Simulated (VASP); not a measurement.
# Pb3Cl (P4/mmm) in VASP: single point with r2SCAN

Aim: the single point of Pb3Cl with r2SCAN.

Program: VASP 6.6.1. These are calculated values, not measurements. Logs are shortened: lines on timing, memory, paths and dates and some standing lists are left out, and cuts for length are marked.

## Step 1: The cell of the first run

Symmetry: P4/mmm, No. 123, tetragonal system. The conventional cell has a = 4.440 Å, b = 4.440 Å, c = 6.207 Å, α = 90.00°, β = 90.00°, γ = 90.00°. Within 4.1 Å of Pb (site symmetry 4/mmm) lie 4 Cl at 3.14 Å and 8 Pb at 3.82 Å. Within 4.1 Å of Pb (site symmetry mmm) lie 8 Pb at 3.14 to 3.82 Å and 4 Cl at 3.82 Å. Cl (site symmetry 4/mmm) has 12 Pb at 3.14 to 3.82 Å within 4.1 Å.

## Step 2: Single point, r2SCAN

Contents of POSCAR:

```
Pb3Cl
1.0
    4.4401374145      0.0000000000      0.0000000000
    0.0000000000      4.4401374145      0.0000000000
    0.0000000000      0.0000000000      6.2068359227
Pb Cl
3 1
Direct
    0.5000000000      0.5000000000      0.0000000000
    0.0000000000      0.5000000000      0.5000000000
    0.5000000000      0.0000000000      0.5000000000
    0.0000000000      0.0000000000      0.0000000000
```

Contents of INCAR.step1:

```
PREC = Accurate
ENCUT = 520
ISMEAR = -1
SIGMA = 0.1
LREAL = False
LASPH = True
NELM = 80
NBANDS = 32
GGA = PE
ALGO = Normal
EDIFF = 1E-4
LWAVE = True
LCHARG = False
```

Contents of INCAR.step2:

```
PREC = Accurate
ENCUT = 520
EDIFF = 1E-7
ISMEAR = -1
SIGMA = 0.1
LREAL = False
LASPH = True
NELM = 80
ALGO = Normal
ISIF = 2
LWAVE = False
LCHARG = False
METAGGA = R2SCAN
LMIXTAU = True
NBANDS = 32
ISTART = 1
```

Contents of KPOINTS:

```
regular mesh
0
Gamma
  7 7 7
```

Potentials or basis: VASP PAW PBE potentials, release 64 (Pb_d, Cl).

Launch:

```bash
$ cat potpaw_PBE.64/Pb_d/POTCAR potpaw_PBE.64/Cl/POTCAR > POTCAR
$ cp INCAR.step1 INCAR
$ mpirun -np 1 vasp_std > vasp.out
$ cp INCAR.step2 INCAR
$ mpirun -np 1 vasp_std > vasp.out
```

OUTCAR:

```text
PREC = Accurate
   ENCUT = 520
   EDIFF = 1E-7
   ISMEAR = -1
   LREAL = False
   LASPH = True
   NELM = 80
   ISIF = 2
   METAGGA = R2SCAN
   ISTART = 1

 ion  position               nearest neighbor table
   1  0.500  0.500  0.000-   4 3.14   4 3.14   4 3.14   4 3.14   3 3.82   3 3.82   3 3.82   3 3.82
                             2 3.82   2 3.82   2 3.82   2 3.82
   2  0.000  0.500  0.500-   3 3.14   3 3.14   3 3.14   3 3.14   1 3.82   1 3.82   1 3.82   1 3.82

   3  0.500  0.000  0.500-   2 3.14   2 3.14   2 3.14   2 3.14   1 3.82   1 3.82   1 3.82   1 3.82

   4  0.000  0.000  0.000-   1 3.14   1 3.14   1 3.14   1 3.14

  LATTYP: Found a simple tetragonal cell.
 ALAT       =     4.4401374145
 C/A-ratio  =     1.3978927549

  Lattice vectors:

 A1 = (   4.4401374145,   0.0000000000,   0.0000000000)
 A2 = (   0.0000000000,   4.4401374145,   0.0000000000)
 A3 = (   0.0000000000,   0.0000000000,   6.2068359227)

Analysis of symmetry for initial positions (statically):
=====================================================================
 Subroutine PRICEL returns:
 Original cell was already a primitive cell.

 Routine SETGRP: Setting up the symmetry group for a
 simple tetragonal supercell.

 Subroutine GETGRP returns: Found 16 space group operations
 (whereof 16 operations were pure point group operations)
 out of a pool of 16 trial point group operations.

The static configuration has the point symmetry D_4h.

Analysis of symmetry for dynamics (positions and initial velocities):
=====================================================================
 Subroutine PRICEL returns:
 Original cell was already a primitive cell.

 Routine SETGRP: Setting up the symmetry group for a
 simple tetragonal supercell.

 Subroutine GETGRP returns: Found 16 space group operations
 (whereof 16 operations were pure point group operations)
 out of a pool of 16 trial point group operations.

The dynamic configuration has the point symmetry D_4h.

 Subroutine INISYM returns: Found 16 space group operations
 (whereof 16 operations are pure point group operations),
 and found     1 'primitive' translations

----------------------------------------------------------------------------------------

                                     Primitive cell

  volume of cell :     122.3667

  direct lattice vectors                    reciprocal lattice vectors
     4.440137414  0.000000000  0.000000000     0.225218255  0.000000000  0.000000000
     0.000000000  4.440137414  0.000000000     0.000000000  0.225218255  0.000000000
     0.000000000  0.000000000  6.206835923     0.000000000  0.000000000  0.161112685

  length of vectors
     4.440137414  4.440137414  6.206835923     0.225218255  0.225218255  0.161112685

  position of ions in fractional coordinates (direct lattice)
     0.500000000  0.500000000  0.000000000
     0.000000000  0.500000000  0.500000000
     0.500000000  0.000000000  0.500000000
     0.000000000  0.000000000  0.000000000

  ion indices of the primitive-cell ions
   primitive index   ion index
                 1           1
                 2           2
                 3           3
                 4           4

----------------------------------------------------------------------------------------

 KPOINTS: regular mesh

Automatic generation of k-mesh.
 Grid dimensions read from file:
 generate k-points for:    7    7    7

 Generating k-lattice:

  Cartesian coordinates                     Fractional coordinates (reciprocal lattice)
     0.032174036  0.000000000  0.000000000     0.142857143  0.000000000  0.000000000
     0.000000000  0.032174036  0.000000000     0.000000000  0.142857143  0.000000000
     0.000000000  0.000000000  0.023016098     0.000000000  0.000000000  0.142857143

  Length of vectors
     0.032174036  0.032174036  0.023016098

  Shift w.r.t. Gamma in fractional coordinates (k-lattice)
     0.000000000  0.000000000  0.000000000

 Subroutine IBZKPT returns following result:
 ===========================================

 Found     40 irreducible k-points:

 Following reciprocal coordinates:
            Coordinates               Weight
  0.000000  0.000000  0.000000      1.000000
  0.142857  0.000000  0.000000      4.000000
  0.285714  0.000000  0.000000      4.000000
  0.428571  0.000000  0.000000      4.000000
  0.142857  0.142857  0.000000      4.000000
  0.285714  0.142857  0.000000      8.000000
[... 16 lines left out ...]
  0.285714  0.000000  0.285714      8.000000
  0.428571  0.000000  0.285714      8.000000
 [... further k-points ...]
   k-points           NKPTS =     40   k-points in BZ     NKDIM =     40   number of bands    NBANDS=     32
   number of dos      NEDOS =    301   number of ions     NIONS =      4
   total plane-waves  NPLWV =  62208
   dimension x,y,z NGX =    36 NGY =   36 NGZ =   48
   dimension x,y,z NGXF=    72 NGYF=   72 NGZF=   96
   ions per type =               3   1
   NGX,Y,Z   is equivalent  to a cutoff of  13.48, 13.48, 12.86 a.u.
   NGXF,Y,Z  is equivalent  to a cutoff of  26.96, 26.96, 25.71 a.u.
 SYSTEM =  unknown system
   PREC   = accura    normal or accurate (medium, high low for compatibility)
   ISTART =      1    job   : 0-new  1-cont  2-samecut
   ICHARG =      0    charge: 1-file 2-atom 10-const
   ISPIN  =      1    spin polarized calculation?
   LNONCOLLINEAR =      F non collinear calculations
   LSORBIT =      F    spin-orbit coupling
   LASPH  =      T    aspherical Exc in radial PAW
   ENCUT  =  520.0 eV  38.22 Ry    6.18 a.u.   8.26  8.26 11.54*2*pi/ulx,y,z
   NELM   =     80;   NELMIN=  2; NELMDL=  0     # of ELM steps
   EDIFF  = 0.1E-06   stopping-criterion for ELM
   LREAL  =      F    real-space projection
   EDIFFG = 0.1E-05   stopping-criterion for IOM
   NSW    =      0    number of steps for IOM
   IBRION =     -1    ionic relax: 0-MD 1-quasi-New 2-CG
   NFREE  =      0    steps in history (QN), initial steepest desc. (CG)
   ISIF   =      2    stress and relaxation
   ISYM   =      2    0-nonsym 1-usesym 2-fastsym
   POTIM  = 0.5000    time-step for ionic-motion
   TEBEG  =    0.0;   TEEND  =   0.0 temperature during run
   PSTRESS=    0.0 pullay stress
   NELECT =      49.0000    total number of electrons
   NUPDOWN=      -1.0000    fix difference up-down
   EMIN   =  10.00;   EMAX   =-10.00  energy-range for DOS
   EFERMI =   0.00;   METHOD = LEGACY
   ISMEAR =    -1;   SIGMA  =   0.10  broadening in eV -4-tet -1-fermi 0-gaus
   EFERMI_NEDOS =   21; number of points for ismear=-14 and -15
   IALGO  =     38    algorithm
   IMIX   =      4    mixing-type and parameters
     AMIX     =   0.40;   BMIX     =  1.00
     AMIX_MAG =   1.60;   BMIX_MAG =  1.00
  volume/ion in A,a.u.               =      30.59       206.44
  Fermi-wavevector in a.u.,A,eV,Ry     =   1.206663  2.280262 19.810552  1.456034
  Thomas-Fermi vector in A             =   2.342323
   LORBIT       =      0    0 simple, 1 ext, 2 COOP (PROOUT), +10 PAW based schemes
   METAGGA = R2SCAN    functional components
   LHFCALC =     F    Hartree Fock is set to
   AEXX    =    0.0000 exact exchange contribution
   IVDW    =     0    specifies the selected vdW correction
   LEPSILON=     F    determine dielectric tensor
   LRPA    =     F    only Hartree local field effects (RPA)
 non-spin polarized calculation
  energy-cutoff  :      520.00
  volume of cell :      122.37
 maximum number of plane-waves:      3310
 NGX is ok and might be reduce to    36
   NGX = 17   NGY = 17   NGZ = 23

 number of electron      48.9999978 magnetization

 Free energy of the ion-electron system (eV)
  ---------------------------------------------------
  ext. energy  EPLUGINS =         0.00000000
  ---------------------------------------------------
  free energy    TOTEN  =      -175.79147771 eV

  energy without entropy =     -175.73268108  energy(sigma->0) =     -175.76207940

 E-fermi :   5.8911     XC(G=0): -10.1523

 val. band max:        5.8824581744   @ k =   0.4286   0.1429   0.1429
 cond. band min:       5.9385876192   @ k =   0.4286   0.1429   0.4286
 fundamental gap:      0.0561294448
 Fermi energy:         5.8910582826

 k-point     1 :       0.0000    0.0000    0.0000
  band No.  band energies     occupation
      1     -12.4984      2.00000
      2     -12.4612      2.00000
      3     -12.3881      2.00000
      4     -12.3756      2.00000
      5     -12.3756      2.00000
      6     -12.2039      2.00000
[... 24 lines left out ...]
     31      10.9467      0.00000
     32      12.6215      0.00000

 k-point     2 :       0.1429    0.0000    0.0000
  band No.  band energies     occupation
      1     -12.4949      2.00000
      2     -12.4638      2.00000
      3     -12.3774      2.00000
      4     -12.3754      2.00000
      5     -12.3751      2.00000
      6     -12.1604      2.00000
[... 24 lines left out ...]
     31      11.5272      0.00000
     32      11.9633      0.00000

 k-point     3 :       0.2857    0.0000    0.0000
  band No.  band energies     occupation
      1     -12.4872      2.00000
      2     -12.4697      2.00000
      3     -12.3750      2.00000
      4     -12.3739      2.00000
      5     -12.3534      2.00000
      6     -12.0352      2.00000
[... 24 lines left out ...]
     31      10.4371      0.00000
     32      12.6602      0.00000

 k-point     4 :       0.4286    0.0000    0.0000
  band No.  band energies     occupation
      1     -12.4812      2.00000
      2     -12.4745      2.00000
      3     -12.3747      2.00000
      4     -12.3730      2.00000
      5     -12.3341      2.00000
      6     -11.8455      2.00000
[... 24 lines left out ...]
     31      10.1789      0.00000
     32      13.6255      0.00000

 k-point     5 :       0.1429    0.1429    0.0000
  band No.  band energies     occupation
      1     -12.4912      2.00000
      2     -12.4713      2.00000
      3     -12.3753      2.00000
      4     -12.3745      2.00000
      5     -12.3673      2.00000
      6     -12.1352      2.00000
[... 584 lines left out ...]
     31      12.4217      0.00000
     32      12.5641      0.00000

 k-point    22 :       0.1429    0.0000    0.2857
  band No.  band energies     occupation
      1     -12.4935      2.00000
      2     -12.4635      2.00000
      3     -12.3746      2.00000
      4     -12.3702      2.00000
      5     -12.3691      2.00000
      6     -12.1607      2.00000
[... 24 lines left out ...]
     31      11.6731      0.00000
     32      11.7751      0.00000

 k-point    23 :       0.2857    0.0000    0.2857
  band No.  band energies     occupation
      1     -12.4863      2.00000
      2     -12.4696      2.00000
      3     -12.3749      2.00000
      4     -12.3687      2.00000
      5     -12.3521      2.00000
      6     -12.0352      2.00000
[... 24 lines left out ...]
     31      10.2884      0.00000
     32      12.7696      0.00000

 k-point    24 :       0.4286    0.0000    0.2857
  band No.  band energies     occupation
      1     -12.4807      2.00000
      2     -12.4746      2.00000
      3     -12.3777      2.00000
      4     -12.3682      2.00000
      5     -12.3350      2.00000
      6     -11.8453      2.00000
[... 24 lines left out ...]
     31       9.5427      0.00000
     32      13.9692      0.00000

 [... further k-points ...]

------------------------ aborting loop because EDIFF is reached ----------------------------------------

  FORCE on cell =-STRESS in cart. coord.  units (eV):
  Direction    XX          YY          ZZ          XY          YZ          ZX
  --------------------------------------------------------------------------------------
  -------------------------------------------------------------------------------------
  Total       -0.0179526     -0.0179526     -0.0307271      0.0000000      0.0000000      0.0000000
  in kB       -0.2350579     -0.2350579     -0.4023179      0.0000000      0.0000000      0.0000000
  external PRESSURE =      -0.2908113 kB  Pullay stress =       0.0000000 kB

 VOLUME and BASIS-vectors are now :
 -----------------------------------------------------------------------------
  energy-cutoff  :      520.00
  volume of cell :      122.37
      direct lattice vectors                 reciprocal lattice vectors
     4.440137414  0.000000000  0.000000000     0.225218255  0.000000000  0.000000000
     0.000000000  4.440137414  0.000000000     0.000000000  0.225218255  0.000000000
     0.000000000  0.000000000  6.206835923     0.000000000  0.000000000  0.161112685

 POSITION                                       TOTAL-FORCE (eV/Angst)
 -----------------------------------------------------------------------------------
      2.22007      2.22007      0.00000         0.000000      0.000000      0.000000
      0.00000      2.22007      3.10342         0.000000      0.000000      0.000000
      2.22007      0.00000      3.10342         0.000000      0.000000      0.000000
      0.00000      0.00000      0.00000         0.000000      0.000000      0.000000
 -----------------------------------------------------------------------------------
    total drift:                                0.000000      0.000000      0.000000

  FREE ENERGIE OF THE ION-ELECTRON SYSTEM (eV)
  ---------------------------------------------------
  free  energy   TOTEN  =      -175.7914777125 eV

  energy  without entropy=     -175.7326810828  energy(sigma->0) =     -175.76207940
```

It took 19 min on 1 thread of AMD EPYC 7R43 (Zen 3), shared host; peak memory 0.28 GiB.

What came out:

- Free energy: -175.7915 eV
- Pressure: 0.0 GPa
- Band gap on the k mesh: zero (an odd number of electrons rules out a gap without spin polarisation)

Caveat: the PAW data sets were made with another functional, which shifts forces and pressure a little; spin-orbit coupling is left out, which moves the levels of the heavy elements; an odd number of electrons without spin polarisation forces a metal; a magnetic or distorted state may lie lower.
